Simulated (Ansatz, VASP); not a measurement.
One calculation of AlN, two programs

```
CELL_PARAMETERS angstrom
0.00000 1.97800 1.91866
1.97800 0.00000 1.91866
1.97800 1.97800 0.00000
ATOMIC_POSITIONS crystal
Al 0.00000 0.00000 0.00000
N 0.50000 0.50000 0.50000
```

Change from the starting cell: zz strain of -3 %, crystal datasets.

Alike in both runs: task electric field gradients; functional LDA; k mesh 10 × 10 × 10; occupations fermi-dirac, width 0.02 eV; no spin polarisation.

|  | VASP | Ansatz |
| --- | --- | --- |
| version | VASP 6.6.1 | Ansatz 0.2.0 |
| potentials or method | VASP PAW LDA potentials, release 64 (Al, N), cutoff 520 eV | all-electron PAW with datasets made for the crystal, scalar-relativistic |

|  | VASP | Ansatz | Ansatz less VASP |
| --- | --- | --- | --- |
| gap on the k mesh at the Fermi level (eV) | 4.72 | 4.75 | +0.023 |
| pressure (GPa) | 24.4 | 23.5 | -0.94 |
| traceless stress, the component that is largest in VASP (GPa) | 9.97 | 9.78 | -0.194 |
| size of Vzz on the site where it differs most (V/Å²) | 13.7 | 12.9 | -0.83 |

LDA's correlation is that of Perdew and Zunger in VASP and of Perdew and Wang (1992) in Ansatz. Ansatz ran all-electron here, and VASP with PAW potentials.
